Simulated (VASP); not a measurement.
Runs of VASP 6.6.1 on ScH5. The structure is that of space group P6/mmm (No. 191), or close to it. The cells are those of the table. 

```csv
task,spin,cell,k mesh,cutoff (eV),k mesh for the DOS,occupations for the DOS,gap on the mesh (eV),pressure (GPa),relaxed volume (Å³/atom),largest force (eV/Å)
relaxation of cell and atoms,off,"relaxed from a = 3.681, b = 3.681, c = 4.081 Å, angles 90.0, 90.0, 120.0°, 6 atoms",6 × 6 × 4,600,-,-,none,-0.3,6.71,0.02
single point,off,"a = 3.394, b = 3.394, c = 3.988 Å, angles 90.0, 90.0, 120.0°, 6 atoms",12 × 12 × 10,520,-,-,none,0.1,-,(a)
relaxation of cell and atoms,off,"relaxed from a = 3.413, b = 3.413, c = 3.997 Å, angles 90.0, 90.0, 120.0°, 6 atoms",12 × 12 × 10,600,-,-,none,0.1,6.63,-
single point,"collinear, ferromagnetic start","a = 3.413, b = 3.413, c = 3.997 Å, angles 90.0, 90.0, 120.0°, 6 atoms",6 × 6 × 4,520,-,-,none,-0.1,-,0.03
single point,off,"a = 3.681, b = 3.681, c = 4.081 Å, angles 90.0, 90.0, 120.0°, 6 atoms",6 × 6 × 4,520,-,-,none,-16.2,-,(b)
single point,off,"a = 3.413, b = 3.413, c = 3.997 Å, angles 90.0, 90.0, 120.0°, 6 atoms",6 × 6 × 4,520,-,-,none,0.0,-,0.03
```

Alike in all rows: level PBE; potentials or basis VASP PAW PBE potentials, release 64 (Sc_sv, H); smearing gaussian 0.1 eV.

**Question.** Estimate the missing entries.

**Answer.** (a) 0.01; (b) 0.71.

Caveats: some runs use coarse meshes; the volume moved by over 15 % at a fixed basis, so the end points are rough (some runs).

A gap of «none» marks levels without a gap at the run's occupations.
